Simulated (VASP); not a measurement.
# NaCl (P1) in VASP: single point with PBE

Aim: the single point of NaCl with PBE.

Program: VASP 6.6.1. These are calculated values, not measurements. Logs are shortened: lines on timing, memory, paths and dates and some standing lists are left out, and cuts for length are marked.

**1. The cell of the first run**

The typed cell holds 16 atoms: a = 8.126 Å, b = 8.126 Å, c = 8.126 Å, α = 60.00°, β = 60.00°, γ = 60.00°.

**2. Single point, PBE**

INCAR reads:

```
PREC = Accurate ; ENCUT = 520
EDIFF = 1E-7 ; ISMEAR = -1
SIGMA = 0.02 ; LREAL = Auto
LASPH = True ; NELM = 80
ALGO = Normal ; ISIF = 2
LWAVE = False ; LCHARG = False
GGA = PE ; NBANDS = 70
```

KPOINTS reads:

```
Automatic mesh
0
Gamma
  2 2 2
```

POSCAR reads:

```
NaCl
1.0
    0.0000000000      5.7457970000      5.7457970000
    5.7457970000      0.0000000000      5.7457970000
    5.7457970000      5.7457970000      0.0000000000
Na Cl
8 8
Direct
   -0.0109121502      0.0045671645      0.0016904530
   -0.0041483366      0.0024376949      0.5111676413
    0.0155369220      0.5035172666     -0.0037093200
   -0.0051824838      0.5107179213      0.4972444206
    0.5231106320     -0.0059517418     -0.0040259863
    0.5050984224     -0.0020679464      0.5075616142
    0.4981935491      0.4994854500      0.0032291430
    0.5015409525      0.4983641956      0.4885578972
    0.2452088892      0.2401074211      0.2586108594
    0.2430416529      0.2519328476      0.7625963813
    0.2355872475      0.7455292103      0.2643583649
    0.2410508064      0.7511683758      0.7456589573
    0.7567083383      0.2402496120      0.2626054314
    0.7445188196      0.2533483170      0.7654889304
    0.7598558564      0.7544252782      0.2292227693
    0.7648478531      0.7365520397      0.7404943996
```

Potentials or basis: VASP PAW PBE potentials, release 64 (Na_pv, Cl).

Launch:

```console
> cat potpaw_PBE.64/Na_pv/POTCAR potpaw_PBE.64/Cl/POTCAR > POTCAR
> mpirun -np 1 vasp_std > vasp.out
```

OUTCAR:

```text
PREC = Accurate
   ENCUT = 520
   EDIFF = 1E-7
   ISMEAR = -1
   LREAL = Auto
   LASPH = True
   NELM = 80
   ISIF = 2
   GGA = PE

 ion  position               nearest neighbor table
   1  0.989  0.005  0.002-
   2  0.996  0.002  0.511-
   3  0.016  0.504  0.996-  12 2.72
   4  0.995  0.511  0.497-  16 2.70
   5  0.523  0.994  0.996-  15 2.70
   6  0.505  0.998  0.508-
   7  0.498  0.499  0.003-
   8  0.502  0.498  0.489-
   9  0.245  0.240  0.259-
  10  0.243  0.252  0.763-
  11  0.236  0.746  0.264-
  12  0.241  0.751  0.746-   3 2.72
  13  0.757  0.240  0.263-
  14  0.745  0.253  0.765-
  15  0.760  0.754  0.229-   5 2.70
  16  0.765  0.737  0.740-   4 2.70

  LATTYP: Found a face centered cubic cell.
 ALAT       =    11.4915940000

  Lattice vectors:

 A1 = (   0.0000000000,   5.7457970000,   5.7457970000)
 A2 = (   5.7457970000,   0.0000000000,   5.7457970000)
 A3 = (   5.7457970000,   5.7457970000,   0.0000000000)

Analysis of symmetry for initial positions (statically):
=====================================================================
 Subroutine PRICEL returns:
 Original cell was already a primitive cell.

 Routine SETGRP: Setting up the symmetry group for a
 face centered cubic supercell.

 Subroutine GETGRP returns: Found  1 space group operations
 (whereof  1 operations were pure point group operations)
 out of a pool of 48 trial point group operations.

The static configuration has the point symmetry C_1 .

Analysis of symmetry for dynamics (positions and initial velocities):
=====================================================================
 Subroutine PRICEL returns:
 Original cell was already a primitive cell.

 Routine SETGRP: Setting up the symmetry group for a
 face centered cubic supercell.

 Subroutine GETGRP returns: Found  1 space group operations
 (whereof  1 operations were pure point group operations)
 out of a pool of 48 trial point group operations.

The dynamic configuration has the point symmetry C_1 .

 Subroutine INISYM returns: Found  1 space group operations
 (whereof  1 operations are pure point group operations),
 and found     1 'primitive' translations

----------------------------------------------------------------------------------------

                                     Primitive cell

  volume of cell :     379.3856

  direct lattice vectors                    reciprocal lattice vectors
     0.000000000  5.745797000  5.745797000    -0.087020130  0.087020130  0.087020130
     5.745797000  0.000000000  5.745797000     0.087020130 -0.087020130  0.087020130
     5.745797000  5.745797000  0.000000000     0.087020130  0.087020130 -0.087020130

  length of vectors
     8.125784044  8.125784044  8.125784044     0.150723286  0.150723286  0.150723286

  position of ions in fractional coordinates (direct lattice)
     0.989087850  0.004567165  0.001690453
     0.995851663  0.002437695  0.511167641
     0.015536922  0.503517267  0.996290680
     0.994817516  0.510717921  0.497244421
     0.523110632  0.994048258  0.995974014
     0.505098422  0.997932054  0.507561614
[... 8 lines left out ...]
     0.759855856  0.754425278  0.229222769
     0.764847853  0.736552040  0.740494400

  ion indices of the primitive-cell ions
   primitive index   ion index
                 1           1
                 2           2
                 3           3
                 4           4
                 5           5
                 6           6
[... 8 lines left out ...]
                15          15
                16          16

----------------------------------------------------------------------------------------

 KPOINTS: Automatic mesh

Automatic generation of k-mesh.
 Grid dimensions read from file:
 generate k-points for:    2    2    2

 Generating k-lattice:

  Cartesian coordinates                     Fractional coordinates (reciprocal lattice)
    -0.043510065  0.043510065  0.043510065     0.500000000  0.000000000  0.000000000
     0.043510065 -0.043510065  0.043510065     0.000000000  0.500000000  0.000000000
     0.043510065  0.043510065 -0.043510065     0.000000000  0.000000000  0.500000000

  Length of vectors
     0.075361643  0.075361643  0.075361643

  Shift w.r.t. Gamma in fractional coordinates (k-lattice)
     0.000000000  0.000000000  0.000000000

 Subroutine IBZKPT returns following result:
 ===========================================

 Found      8 irreducible k-points:

 Following reciprocal coordinates:
            Coordinates               Weight
  0.000000  0.000000  0.000000      1.000000
  0.500000  0.000000  0.000000      1.000000
  0.000000  0.500000  0.000000      1.000000
  0.000000  0.000000  0.500000      1.000000
  0.500000  0.500000  0.500000      1.000000
  0.500000  0.500000  0.000000      1.000000
  0.000000  0.500000  0.500000      1.000000
  0.500000  0.000000  0.500000      1.000000
   k-points           NKPTS =      8   k-points in BZ     NKDIM =      8   number of bands    NBANDS=     70
   number of dos      NEDOS =    301   number of ions     NIONS =     16
   total plane-waves  NPLWV = 216000
   dimension x,y,z NGX =    60 NGY =   60 NGZ =   60
   dimension x,y,z NGXF=   120 NGYF=  120 NGZF=  120
   ions per type =               8   8
   NGX,Y,Z   is equivalent  to a cutoff of  12.28, 12.28, 12.28 a.u.
   NGXF,Y,Z  is equivalent  to a cutoff of  24.55, 24.55, 24.55 a.u.
 SYSTEM =  unknown system
   PREC   = accura    normal or accurate (medium, high low for compatibility)
   ISTART =      0    job   : 0-new  1-cont  2-samecut
   ICHARG =      2    charge: 1-file 2-atom 10-const
   ISPIN  =      1    spin polarized calculation?
   LNONCOLLINEAR =      F non collinear calculations
   LSORBIT =      F    spin-orbit coupling
   LASPH  =      T    aspherical Exc in radial PAW
   ENCUT  =  520.0 eV  38.22 Ry    6.18 a.u.  15.11 15.11 15.11*2*pi/ulx,y,z
   NELM   =     80;   NELMIN=  2; NELMDL= -5     # of ELM steps
   EDIFF  = 0.1E-06   stopping-criterion for ELM
   LREAL  =      T    real-space projection
   EDIFFG = 0.1E-05   stopping-criterion for IOM
   NSW    =      0    number of steps for IOM
   IBRION =     -1    ionic relax: 0-MD 1-quasi-New 2-CG
   NFREE  =      0    steps in history (QN), initial steepest desc. (CG)
   ISIF   =      2    stress and relaxation
   ISYM   =      2    0-nonsym 1-usesym 2-fastsym
   POTIM  = 0.5000    time-step for ionic-motion
   TEBEG  =    0.0;   TEEND  =   0.0 temperature during run
   PSTRESS=    0.0 pullay stress
   NELECT =     112.0000    total number of electrons
   NUPDOWN=      -1.0000    fix difference up-down
   EMIN   =  10.00;   EMAX   =-10.00  energy-range for DOS
   EFERMI =   0.00;   METHOD = LEGACY
   ISMEAR =    -1;   SIGMA  =   0.02  broadening in eV -4-tet -1-fermi 0-gaus
   EFERMI_NEDOS =   21; number of points for ismear=-14 and -15
   IALGO  =     38    algorithm
   IMIX   =      4    mixing-type and parameters
     AMIX     =   0.40;   BMIX     =  1.00
     AMIX_MAG =   1.60;   BMIX_MAG =  1.00
  volume/ion in A,a.u.               =      23.71       160.01
  Fermi-wavevector in a.u.,A,eV,Ry     =   1.090069  2.059931 16.167122  1.188250
  Thomas-Fermi vector in A             =   2.226285
   LORBIT       =      0    0 simple, 1 ext, 2 COOP (PROOUT), +10 PAW based schemes
   GGA     = PE    functional components
   LHFCALC =     F    Hartree Fock is set to
   AEXX    =    0.0000 exact exchange contribution
   IVDW    =     0    specifies the selected vdW correction
   LEPSILON=     F    determine dielectric tensor
   LRPA    =     F    only Hartree local field effects (RPA)
 non-spin polarized calculation
  energy-cutoff  :      520.00
  volume of cell :      379.39
 maximum number of plane-waves:     10200
   NGX = 31   NGY = 31   NGZ = 31

 number of electron     112.0000023 magnetization

 Free energy of the ion-electron system (eV)
  ---------------------------------------------------
  ext. energy  EPLUGINS =         0.00000000
  ---------------------------------------------------
  free energy    TOTEN  =       -54.01675344 eV

  energy without entropy =      -54.01675344  energy(sigma->0) =      -54.01675344

 E-fermi :  -0.5339     XC(G=0):  -7.9246

 val. band max:       -0.9872377653   @ k =   0.0000   0.0000   0.0000
 cond. band min:       3.8468796510   @ k =   0.0000   0.0000   0.0000
 fundamental gap:      4.8341174162
 Fermi energy:        -0.5339272009

 k-point     1 :       0.0000    0.0000    0.0000
  band No.  band energies     occupation
      1     -22.1264      2.00000
      2     -22.1229      2.00000
      3     -22.1159      2.00000
      4     -22.1137      2.00000
      5     -22.1085      2.00000
      6     -22.1036      2.00000
[... 60 lines left out ...]
     67       7.0855      0.00000
     68       9.0000      0.00000

 k-point     2 :       0.5000    0.0000    0.0000
  band No.  band energies     occupation
      1     -22.1263      2.00000
      2     -22.1228      2.00000
      3     -22.1157      2.00000
      4     -22.1136      2.00000
      5     -22.1084      2.00000
      6     -22.1034      2.00000
[... 60 lines left out ...]
     67       7.9215      0.00000
     68       8.1256      0.00000

 k-point     3 :       0.0000    0.5000    0.0000
  band No.  band energies     occupation
      1     -22.1252      2.00000
      2     -22.1219      2.00000
      3     -22.1154      2.00000
      4     -22.1134      2.00000
      5     -22.1101      2.00000
      6     -22.1036      2.00000
[... 344 lines left out ...]
     67       8.2283      0.00000
     68       8.2953      0.00000

 k-point     8 :       0.5000    0.0000    0.5000
  band No.  band energies     occupation
      1     -22.1249      2.00000
      2     -22.1222      2.00000
      3     -22.1153      2.00000
      4     -22.1135      2.00000
      5     -22.1102      2.00000
      6     -22.1035      2.00000
[... 60 lines left out ...]
     67       8.3271      0.00000
     68       8.3451      0.00000
 [bands above 68 left out]

------------------------ aborting loop because EDIFF is reached ----------------------------------------

  FORCE on cell =-STRESS in cart. coord.  units (eV):
  Direction    XX          YY          ZZ          XY          YZ          ZX
  --------------------------------------------------------------------------------------
  -------------------------------------------------------------------------------------
  Total       -0.9926511     -0.8877624     -0.7034490      0.0040337     -0.0655953      0.0280387
  in kB       -4.1920491     -3.7490955     -2.9707246      0.0170348     -0.2770146      0.1184098
  external PRESSURE =      -3.6372897 kB  Pullay stress =       0.0000000 kB

 VOLUME and BASIS-vectors are now :
 -----------------------------------------------------------------------------
  energy-cutoff  :      520.00
  volume of cell :      379.39
      direct lattice vectors                 reciprocal lattice vectors
     0.000000000  5.745797000  5.745797000    -0.087020130  0.087020130  0.087020130
     5.745797000  0.000000000  5.745797000     0.087020130 -0.087020130  0.087020130
     5.745797000  5.745797000  0.000000000     0.087020130  0.087020130 -0.087020130

 POSITION                                       TOTAL-FORCE (eV/Angst)
 -----------------------------------------------------------------------------------
      0.03595      5.69281      5.70934        -0.000827      0.163616      0.164359
      2.95107      8.65903      5.73597        -0.097159     -0.047341      0.021871
      8.61759      5.81376      2.98238        -0.091609     -0.014222     -0.195683
      5.79155      8.57309      8.65050        -0.182973      0.094961     -0.092612
     11.43426      8.72835      8.71729         0.086801     -0.253872     -0.192454
      8.65026      5.81854      8.63611         0.011876     -0.100507     -0.054727
[... 8 lines left out ...]
      5.65184      5.68305      8.70075         0.149482      0.161107     -0.225719
      8.48681      8.64939      8.62674         0.373247     -0.070522     -0.107724
 -----------------------------------------------------------------------------------
    total drift:                                0.000707      0.000670      0.001798

  FREE ENERGIE OF THE ION-ELECTRON SYSTEM (eV)
  ---------------------------------------------------
  free  energy   TOTEN  =       -54.0167534402 eV

  energy  without entropy=      -54.0167534401  energy(sigma->0) =      -54.01675344
```

It took 10 min on 1 thread of Intel Xeon Platinum 8375C at 2.90GHz (Ice Lake), shared host; peak memory 0.52 GiB.

What came out:

| Item | Value |
| --- | --- |
| Free energy | -54.0168 eV |
| Pressure | -0.4 GPa |
| Largest force | 0.395 eV/Å |
| Band gap on the k mesh | 4.83 eV |

Forces in eV/Å, atoms in the order of the input:
```
Na  -0.001  0.164  0.164
Na  -0.097 -0.047  0.022
Na  -0.092 -0.014 -0.196
Na  -0.183  0.095 -0.093
Na   0.087 -0.254 -0.192
Na   0.012 -0.101 -0.055
Na   0.076  0.008 -0.033
Na   0.125  0.040 -0.038
Cl   0.053  0.090  0.186
Cl  -0.236  0.065  0.035
Cl  -0.215 -0.004  0.251
Cl   0.021  0.232  0.235
Cl   0.058 -0.180 -0.017
Cl  -0.131 -0.184  0.063
Cl   0.149  0.161 -0.226
Cl   0.373 -0.071 -0.108
```

Caveat: the k points lie up to 0.47 Å⁻¹ apart.
